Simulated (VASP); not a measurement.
# Si5O (P6/mmm) in VASP: density of states with PBE

Aim: the density of states of Si5O with PBE.

All numbers are computed with VASP 6.6.1; they aren't measurements. Logs are shortened: lines on timing, memory, paths and dates and some standing lists are left out, and cuts for length are marked.

### Step 1. The cell of the first run

The structure is hexagonal, space group P6/mmm (No. 191). The conventional cell has a = 4.875 Å, b = 4.875 Å, c = 5.824 Å, α = 90.00°, β = 90.00°, γ = 120.00°. Si (site symmetry 6mm) has 1 O at 1.65 Å within 2.2 Å. Si (site symmetry mmm) has 8 Si at 2.44 to 2.75 Å within 3.2 Å. Within 2.2 Å of O (site symmetry 6/mmm) lie 2 Si at 1.65 Å.

### Step 2. Density of states, PBE

The input, POSCAR:

```
Si5O
1.0
    4.8753311722      0.0000000000      0.0000000000
   -2.4376655861      4.2221606470      0.0000000000
    0.0000000000      0.0000000000      5.8242946292
Si O
5 1
Direct
    0.0000000000      0.0000000000      0.7832069801
    0.0000000000      0.0000000000      0.2167930199
    0.5000000000      0.0000000000      0.0000000000
    0.0000000000      0.5000000000      0.0000000000
    0.5000000000      0.5000000000      0.0000000000
    0.0000000000      0.0000000000      0.5000000000
```

The input, INCAR.step1:

```
PREC = Accurate
ENCUT = 520
EDIFF = 1E-6
ISMEAR = 0
SIGMA = 0.1
LREAL = F
LASPH = T
NELM = 100
ALGO = Normal
ISIF = 2
LWAVE = F
LCHARG = T
GGA = PE
NBANDS = 22
```

The input, KPOINTS.step1:

```
Automatic mesh
0
Gamma
  12 12 6
```

The input, INCAR.step2:

```
PREC = Accurate
ENCUT = 520
EDIFF = 1E-6
ISMEAR = -5
SIGMA = 0.1
LREAL = F
LASPH = T
NELM = 100
ALGO = Normal
ISIF = 2
LWAVE = F
LCHARG = F
GGA = PE
LORBIT = 11
NBANDS = 22
NEDOS = 1001
ICHARG = 11
```

The input, KPOINTS.step2:

```
Automatic mesh
0
Gamma
  18 18 9
```

Potentials or basis: VASP PAW PBE potentials, release 64 (Si, O).

On the command line:

```bash
$ cat potpaw_PBE.64/Si/POTCAR potpaw_PBE.64/O/POTCAR > POTCAR
$ cp INCAR.step1 INCAR
$ cp KPOINTS.step1 KPOINTS
$ mpirun -np 1 vasp_std > vasp.out
$ cp INCAR.step2 INCAR
$ cp KPOINTS.step2 KPOINTS
$ mpirun -np 1 vasp_std > vasp.out
```

OUTCAR:

```text
PREC = Accurate
   ENCUT = 520
   EDIFF = 1E-6
   ISMEAR = -5
   LREAL = F
   LASPH = T
   NELM = 100
   ISIF = 2
   GGA = PE
   LORBIT = 11
   ICHARG = 11

 ion  position               nearest neighbor table
   1  0.000  0.000  0.783-   6 1.65   2 2.53   3 2.75   3 2.75   4 2.75   4 2.75   5 2.75   5 2.75

   2  0.000  0.000  0.217-   6 1.65   1 2.53   3 2.75   3 2.75   4 2.75   4 2.75   5 2.75   5 2.75

   3  0.500  0.000  0.000-   4 2.44   5 2.44   5 2.44   4 2.44   1 2.75   1 2.75   2 2.75   2 2.75

   4  0.000  0.500  0.000-   5 2.44   5 2.44   3 2.44   3 2.44   1 2.75   2 2.75   1 2.75   2 2.75

   5  0.500  0.500  0.000-   4 2.44   4 2.44   3 2.44   3 2.44   1 2.75   2 2.75   1 2.75   2 2.75

   6  0.000  0.000  0.500-   1 1.65   2 1.65

  LATTYP: Found a hexagonal cell.
 ALAT       =     4.8753311722
 C/A-ratio  =     1.1946459478

  Lattice vectors:

 A1 = (   4.8753311722,   0.0000000000,   0.0000000000)
 A2 = (  -2.4376655861,   4.2221606470,   0.0000000000)
 A3 = (   0.0000000000,   0.0000000000,   5.8242946292)

Analysis of symmetry for initial positions (statically):
=====================================================================
 Subroutine PRICEL returns:
 Original cell was already a primitive cell.

 Routine SETGRP: Setting up the symmetry group for a
 hexagonal supercell.

 Subroutine GETGRP returns: Found 24 space group operations
 (whereof 24 operations were pure point group operations)
 out of a pool of 24 trial point group operations.

The static configuration has the point symmetry D_6h.

Analysis of symmetry for dynamics (positions and initial velocities):
=====================================================================
 Subroutine PRICEL returns:
 Original cell was already a primitive cell.

 Routine SETGRP: Setting up the symmetry group for a
 hexagonal supercell.

 Subroutine GETGRP returns: Found 24 space group operations
 (whereof 24 operations were pure point group operations)
 out of a pool of 24 trial point group operations.

The dynamic configuration has the point symmetry D_6h.

 Subroutine INISYM returns: Found 24 space group operations
 (whereof 24 operations are pure point group operations),
 and found     1 'primitive' translations

----------------------------------------------------------------------------------------

                                     Primitive cell

  volume of cell :     119.8898

  direct lattice vectors                    reciprocal lattice vectors
     4.875331172  0.000000000  0.000000000     0.205114271  0.118422780  0.000000000
    -2.437665586  4.222160647  0.000000000     0.000000000  0.236845559  0.000000000
     0.000000000  0.000000000  5.824294629     0.000000000  0.000000000  0.171694611

  length of vectors
     4.875331172  4.875331172  5.824294629     0.236845559  0.236845559  0.171694611

  position of ions in fractional coordinates (direct lattice)
     0.000000000  0.000000000  0.783206980
     0.000000000  0.000000000  0.216793020
     0.500000000  0.000000000  0.000000000
     1.000000000  0.500000000  0.000000000
     0.500000000  0.500000000  0.000000000
     0.000000000  0.000000000  0.500000000

  ion indices of the primitive-cell ions
   primitive index   ion index
                 1           1
                 2           2
                 3           3
                 4           4
                 5           5
                 6           6

----------------------------------------------------------------------------------------

 KPOINTS: Automatic mesh

Automatic generation of k-mesh.
 Grid dimensions read from file:
 generate k-points for:   18   18    9

 Generating k-lattice:

  Cartesian coordinates                     Fractional coordinates (reciprocal lattice)
     0.011395237  0.006579043  0.000000000     0.055555556  0.000000000  0.000000000
     0.000000000  0.013158087  0.000000000     0.000000000  0.055555556  0.000000000
     0.000000000  0.000000000  0.019077179     0.000000000  0.000000000  0.111111111

  Length of vectors
     0.013158087  0.013158087  0.019077179

  Shift w.r.t. Gamma in fractional coordinates (k-lattice)
     0.000000000  0.000000000  0.000000000

 TETIRR: Found   2805 inequivalent tetrahedra from    17496

 Subroutine IBZKPT returns following result:
 ===========================================

 Found    185 irreducible k-points:

 Following reciprocal coordinates:
            Coordinates               Weight
  0.000000  0.000000  0.000000      1.000000
  0.055556  0.000000  0.000000      6.000000
  0.111111  0.000000  0.000000      6.000000
  0.166667 -0.000000  0.000000      6.000000
  0.222222  0.000000  0.000000      6.000000
  0.277778  0.000000  0.000000      6.000000
[... 16 lines left out ...]
  0.333333  0.111111  0.000000     12.000000
  0.388889  0.111111  0.000000     12.000000
 [... further k-points ...]
   k-points           NKPTS =    185   k-points in BZ     NKDIM =    185   number of bands    NBANDS=     22
   number of dos      NEDOS =   1001   number of ions     NIONS =      6
   total plane-waves  NPLWV =  62208
   dimension x,y,z NGX =    36 NGY =   36 NGZ =   48
   dimension x,y,z NGXF=    72 NGYF=   72 NGZF=   96
   ions per type =               5   1
   NGX,Y,Z   is equivalent  to a cutoff of  12.28, 12.28, 13.70 a.u.
   NGXF,Y,Z  is equivalent  to a cutoff of  24.55, 24.55, 27.40 a.u.
 SYSTEM =  unknown system
   PREC   = accura    normal or accurate (medium, high low for compatibility)
   ISTART =      0    job   : 0-new  1-cont  2-samecut
   ICHARG =     11    charge: 1-file 2-atom 10-const
   ISPIN  =      1    spin polarized calculation?
   LNONCOLLINEAR =      F non collinear calculations
   LSORBIT =      F    spin-orbit coupling
   LASPH  =      T    aspherical Exc in radial PAW
   ENCUT  =  520.0 eV  38.22 Ry    6.18 a.u.   9.06  9.06 10.83*2*pi/ulx,y,z
   NELM   =    100;   NELMIN=  2; NELMDL=  0     # of ELM steps
   EDIFF  = 0.1E-05   stopping-criterion for ELM
   LREAL  =      F    real-space projection
   EDIFFG = 0.1E-04   stopping-criterion for IOM
   NSW    =      0    number of steps for IOM
   IBRION =     -1    ionic relax: 0-MD 1-quasi-New 2-CG
   NFREE  =      0    steps in history (QN), initial steepest desc. (CG)
   ISIF   =      2    stress and relaxation
   ISYM   =      2    0-nonsym 1-usesym 2-fastsym
   POTIM  = 0.5000    time-step for ionic-motion
   TEBEG  =    0.0;   TEEND  =   0.0 temperature during run
   PSTRESS=    0.0 pullay stress
   NELECT =      26.0000    total number of electrons
   NUPDOWN=      -1.0000    fix difference up-down
   EMIN   =  10.00;   EMAX   =-10.00  energy-range for DOS
   EFERMI =   0.00;   METHOD = LEGACY
   ISMEAR =    -5;   SIGMA  =   0.10  broadening in eV -4-tet -1-fermi 0-gaus
   EFERMI_NEDOS =   21; number of points for ismear=-14 and -15
   IALGO  =     38    algorithm
   IMIX   =      4    mixing-type and parameters
     AMIX     =   0.40;   BMIX     =  1.00
     AMIX_MAG =   1.60;   BMIX_MAG =  1.00
  volume/ion in A,a.u.               =      19.98       134.84
  Fermi-wavevector in a.u.,A,eV,Ry     =   0.983570  1.858678 13.162407  0.967410
  Thomas-Fermi vector in A             =   2.114738
   LORBIT       =     11    0 simple, 1 ext, 2 COOP (PROOUT), +10 PAW based schemes
   GGA     = PE    functional components
   LHFCALC =     F    Hartree Fock is set to
   AEXX    =    0.0000 exact exchange contribution
   IVDW    =     0    specifies the selected vdW correction
   LEPSILON=     F    determine dielectric tensor
   LRPA    =     F    only Hartree local field effects (RPA)
 non-spin polarized calculation
 Fermi weights with tetrahedron method with Bloechl corrections
  energy-cutoff  :      520.00
  volume of cell :      119.89
 maximum number of plane-waves:      3250

 number of electron      26.0000007 magnetization

 Free energy of the ion-electron system (eV)
  ---------------------------------------------------
  ext. energy  EPLUGINS =         0.00000000
  ---------------------------------------------------
  free energy    TOTEN  =       -32.02809458 eV

  energy without entropy =      -32.02809458  energy(sigma->0) =      -32.02809458

 E-fermi :   5.0607     XC(G=0):  -8.6602

 val. band max:        5.0741484992   @ k =   0.5000   0.0000   0.0000
 cond. band min:       5.0702498664   @ k =   0.2778   0.2222   0.3333
 fundamental gap:     -0.0038986328
 Fermi energy:         5.0607104600

 k-point     1 :       0.0000    0.0000    0.0000
  band No.  band energies     occupation
      1     -15.9958      2.00000
      2      -8.0520      2.00000
      3      -5.5423      2.00000
      4      -1.0914      2.00000
      5      -1.0914      2.00000
      6      -0.7415      2.00000
[... 14 lines left out ...]
     21      11.6060      0.00000
     22      11.6060      0.00000

 k-point     2 :       0.0556    0.0000    0.0000
  band No.  band energies     occupation
      1     -15.9956      2.00000
      2      -8.0276      2.00000
      3      -5.5394      2.00000
      4      -1.4159      2.00000
      5      -1.1486      2.00000
      6      -0.9374      2.00000
[... 14 lines left out ...]
     21      11.5659      0.00000
     22      11.7113      0.00000

 k-point     3 :       0.1111    0.0000    0.0000
  band No.  band energies     occupation
      1     -15.9950      2.00000
      2      -7.9544      2.00000
      3      -5.5310      2.00000
      4      -2.0284      2.00000
      5      -1.2948      2.00000
      6      -1.2490      2.00000
[... 14 lines left out ...]
     21      11.4356      0.00000
     22      11.6783      0.00000

 k-point     4 :       0.1667   -0.0000    0.0000
  band No.  band energies     occupation
      1     -15.9941      2.00000
      2      -7.8326      2.00000
      3      -5.5180      2.00000
      4      -2.6965      2.00000
      5      -1.5352      2.00000
      6      -1.4819      2.00000
[... 14 lines left out ...]
     21      11.1091      0.00000
     22      11.3100      0.00000

 k-point     5 :       0.2222    0.0000    0.0000
  band No.  band energies     occupation
      1     -15.9930      2.00000
      2      -7.6622      2.00000
      3      -5.5021      2.00000
      4      -3.3550      2.00000
      5      -1.7819      2.00000
      6      -1.6717      2.00000
[... 14 lines left out ...]
     21      10.6903      0.00000
     22      11.4266      0.00000

 k-point     6 :       0.2778    0.0000    0.0000
  band No.  band energies     occupation
      1     -15.9918      2.00000
      2      -7.4433      2.00000
      3      -5.4850      2.00000
      4      -3.9832      2.00000
      5      -1.9860      2.00000
      6      -1.8423      2.00000
[... 14 lines left out ...]
     21      10.0780      0.00000
     22      11.4277      0.00000

 k-point     7 :       0.3333    0.0000    0.0000
  band No.  band energies     occupation
      1     -15.9906      2.00000
      2      -7.1762      2.00000
      3      -5.4689      2.00000
      4      -4.5728      2.00000
      5      -2.1459      2.00000
      6      -1.9823      2.00000
[... 324 lines left out ...]
      6      -0.8237      2.00000
[... 14 lines left out ...]
     21      10.8187      0.00000
     22      11.4120      0.00000

 k-point    21 :       0.2222    0.1111    0.0000
  band No.  band energies     occupation
      1     -15.9914      2.00000
      2      -7.3704      2.00000
      3      -5.4798      2.00000
      4      -3.9181      2.00000
      5      -3.0502      2.00000
      6      -0.8881      2.00000
[... 14 lines left out ...]
     21      10.5818      0.00000
     22      10.6735      0.00000

 k-point    22 :       0.2778    0.1111    0.0000
  band No.  band energies     occupation
      1     -15.9904      2.00000
      2      -7.1035      2.00000
      3      -5.4647      2.00000
      4      -4.5037      2.00000
      5      -3.2171      2.00000
      6      -0.9691      2.00000
[... 14 lines left out ...]
     21      10.1656      0.00000
     22      10.4549      0.00000

 k-point    23 :       0.3333    0.1111    0.0000
  band No.  band energies     occupation
      1     -15.9895      2.00000
      2      -6.7890      2.00000
      3      -5.4522      2.00000
      4      -5.0488      2.00000
      5      -3.3354      2.00000
      6      -1.0391      2.00000
[... 14 lines left out ...]
     21      10.2964      0.00000
     22      10.4650      0.00000

 k-point    24 :       0.3889    0.1111    0.0000
  band No.  band energies     occupation
      1     -15.9889      2.00000
      2      -6.4290      2.00000
      3      -5.5480      2.00000
      4      -5.4441      2.00000
      5      -3.4063      2.00000
      6      -1.0850      2.00000
[... 14 lines left out ...]
     21      10.0001      0.00000
     22      10.5185      0.00000

 [... further k-points ...]
[... 5 lines left out ...]
  --------------------------------------------------------------------------------------
  -------------------------------------------------------------------------------------
  Total        0.0739432      0.0739432     -0.0177624      0.0000000      0.0000000      0.0000000
  in kB        0.9881587      0.9881587     -0.2373725      0.0000000      0.0000000      0.0000000
  external PRESSURE =       0.5796483 kB  Pullay stress =       0.0000000 kB

 VOLUME and BASIS-vectors are now :
 -----------------------------------------------------------------------------
  energy-cutoff  :      520.00
  volume of cell :      119.89
      direct lattice vectors                 reciprocal lattice vectors
     4.875331172  0.000000000  0.000000000     0.205114271  0.118422780  0.000000000
    -2.437665586  4.222160647  0.000000000     0.000000000  0.236845559  0.000000000
     0.000000000  0.000000000  5.824294629     0.000000000  0.000000000  0.171694611

 POSITION                                       TOTAL-FORCE (eV/Angst)
 -----------------------------------------------------------------------------------
      0.00000      0.00000      4.56163         0.000000     -0.000000      0.048428
      0.00000      0.00000      1.26267         0.000000      0.000000     -0.048428
      2.43767      0.00000      0.00000        -0.000000      0.000000      0.000000
     -1.21883      2.11108      0.00000        -0.000000      0.000000      0.000000
      1.21883      2.11108      0.00000        -0.000000      0.000000      0.000000
      0.00000      0.00000      2.91215        -0.000000      0.000000      0.000000
 -----------------------------------------------------------------------------------
    total drift:                               -0.000000     -0.000000     -0.000000

  FREE ENERGIE OF THE ION-ELECTRON SYSTEM (eV)
  ---------------------------------------------------
  free  energy   TOTEN  =       -32.0280945829 eV

  energy  without entropy=      -32.0280945829  energy(sigma->0) =      -32.02809458

 total charge

# of ion       s       p       d       tot
------------------------------------------
    1        0.770   0.781   0.000   1.552
    2        0.770   0.781   0.000   1.552
    3        0.821   0.773   0.000   1.594
    4        0.821   0.773   0.000   1.594
    5        0.821   0.773   0.000   1.594
    6        1.554   3.618   0.000   5.172
--------------------------------------------------
tot          5.558   7.501   0.000  13.059
```

It took 2.3 min on 1 thread of Intel Xeon 6975P-C (Granite Rapids), shared host; peak memory 0.49 GiB.

Results:

| Item | Value |
| --- | --- |
| Valence electrons inside the program's atomic spheres | Si 1.55, 1.59; O 5.17 |

Caveat: tetrahedron occupations give inexact forces and stress in metals.
